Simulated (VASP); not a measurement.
The system is SnSe3.

```
Sn Se
1.0
     6.72248    0.00000    0.00000
    -3.36124    5.82184    0.00000
     0.00000    0.00000    5.39583
Sn Se
2 6
Direct
  0.33333 0.66667 0.25000
  0.66667 0.33333 0.75000
  0.83300 0.66600 0.25000
  0.16700 0.83300 0.75000
  0.33400 0.16700 0.25000
  0.16700 0.33400 0.75000
  0.83300 0.16700 0.25000
  0.66600 0.83300 0.75000
```

| Item | Value |
| --- | --- |
| Program | VASP 6.6.1 |
| Task | relaxation of cell and atoms |
| Functional | PBE |
| Potentials or basis | VASP PAW PBE potentials, release 64 (Sn_d, Se) |
| Cutoff | 600 eV |
| k mesh | 3 × 3 × 4 |
| Occupations | gaussian, width 0.1 eV |
| Spin | no spin polarisation |

At the start: pressure -6.2 GPa; volume 26.40 Å³/atom.

Problem. How do energy, volume and symmetry change on relaxing?

Solution. Over 9 steps the energy falls by 126.6 meV/atom and the volume is 23.15 Å³/atom (-12.3 %); space group P6_3/mmc (No. 194, to 0.05 Å).

Step by step:
| step | energy change (eV) | largest force (eV/Å) | pressure (GPa) | volume (Å³) |
| --- | --- | --- | --- | --- |
| 1 | 0.0000 | 0.3207 | -6.24 | 211.18 |
| 2 | -0.7305 | 0.2138 | 0.08 | 181.25 |
| 3 | -0.7312 | 0.2100 | 0.31 | 180.52 |
| 4 | -0.7986 | 0.2636 | 0.44 | 180.44 |
| 5 | -0.9405 | 0.2876 | 1.25 | 179.88 |
| 6 | -0.9765 | 0.2086 | 0.30 | 183.58 |
| 7 | -0.9834 | 0.1702 | -0.22 | 186.03 |
| 8 | -1.0030 | 0.1087 | -0.15 | 185.67 |
| 9 | -1.0125 | 0.0326 | 0.01 | 185.20 |

Final structure:
```
CELL_PARAMETERS angstrom
6.23396 0.00000 0.00000
-3.11698 5.39877 0.00000
0.00000 0.00000 5.50280
ATOMIC_POSITIONS crystal
Sn 0.33333 0.66667 0.25000
Sn 0.66667 0.33333 0.75000
Se 0.82247 0.64494 0.25000
Se 0.17753 0.82247 0.75000
Se 0.35506 0.17753 0.25000
Se 0.17753 0.35506 0.75000
Se 0.82247 0.17753 0.25000
Se 0.64494 0.82247 0.75000
```
